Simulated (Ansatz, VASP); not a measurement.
# One calculation of Sb, two programs

The input POSCAR:

```
Sb
1.0
    0.0000000000      3.3789000553      3.3789000553
    3.3789000553      0.0000000000      3.3789000553
    3.3789000553      3.3789000553      0.0000000000
Sb
2
Direct
    0.1250000000      0.1250000000      0.1250000000
    0.8750000000      0.8750000000      0.8750000000
```

Contents of INCAR.step1:

```
PREC     = Accurate       # precision mode
ENCUT    = 550            # plane-wave cutoff, eV
ISMEAR   = -1             # smearing method
SIGMA    = 0.1            # smearing width, eV
LREAL    = F              # projectors in reciprocal space
LASPH    = T              # aspherical terms in the spheres
NELM     = 120            # most SCF steps
NBANDS   = 12             # bands
GGA      = PE             # functional
ALGO     = Normal         # electronic algorithm
EDIFF    = 1E-5           # SCF threshold, eV
LWAVE    = T              # write WAVECAR
LCHARG   = F              # write CHGCAR
GGA_COMPAT= F
```

INCAR.step2

```
PREC     = Accurate       # precision mode
ENCUT    = 550            # plane-wave cutoff, eV
EDIFF    = 1E-6           # SCF threshold, eV
ISMEAR   = -1             # smearing method
SIGMA    = 0.1            # smearing width, eV
LREAL    = F              # projectors in reciprocal space
LASPH    = T              # aspherical terms in the spheres
NELM     = 120            # most SCF steps
ALGO     = Normal         # electronic algorithm
ISIF     = 2              # what is computed and relaxed
LWAVE    = F              # write WAVECAR
LCHARG   = T              # write CHGCAR
METAGGA  = R2SCAN         # meta-GGA
LMIXTAU  = T            
LELF     = T              # ELF
LVHAR    = T            
NBANDS   = 12             # bands
ISTART   = 1            
GGA_COMPAT= F
```

Contents of KPOINTS:

```
Automatic mesh
0
Gamma
  9 9 9
```

Input for Ansatz:

```yaml
crystal:
  lattice:
    - [0.0, 3.3789000553, 3.3789000553]
    - [3.3789000553, 0.0, 3.3789000553]
    - [3.3789000553, 3.3789000553, 0.0]
  atoms:
    - { symbol: Sb, position: [0.125, 0.125, 0.125] }
    - { symbol: Sb, position: [0.875, 0.875, 0.875] }
hamiltonian:
  xc: r2scan
  pseudopotentials:
    kind: paw
    azcp:
      Sb: "pseudopotentials/Sb.paw.azcp"
basis:
  ecutwfc: 500
  fft_grid_basis: typed
kpoints:
  mp_grid: { grid: [9, 9, 9], shift: [0, 0, 0] }
magnetization:
  spin_polarized: false
scf:
  occupations: { method: fermi_dirac, width: 0.1 }
  lower_state_search: "off"
output:
  stress: true
```

Alike in both runs: task single point; functional r2SCAN; k mesh 9 × 9 × 9; occupations fermi-dirac, width 0.1 eV; no spin polarisation.

|  | VASP | Ansatz |
| --- | --- | --- |
| version | VASP 6.6.1 | Ansatz 0.2.0 |
| potentials or method | VASP PAW PBE potentials, release 64 (Sb), cutoff 550 eV | plane waves (500 eV) with PAW, scalar-relativistic |
| valence electrons in the cell | 10 | 30 |

VASP gave:

```
pressure (GPa) : 3.3
```

What did Ansatz give for the same quantities?

Pressure (GPa): 3.2.

VASP's potentials were made for PBE, not for r2SCAN. VASP's potentials hold 10 valence electrons a cell and Ansatz's 30, so a difference there can come from the potentials and not from the codes.

Neither program's run includes spin-orbit coupling.
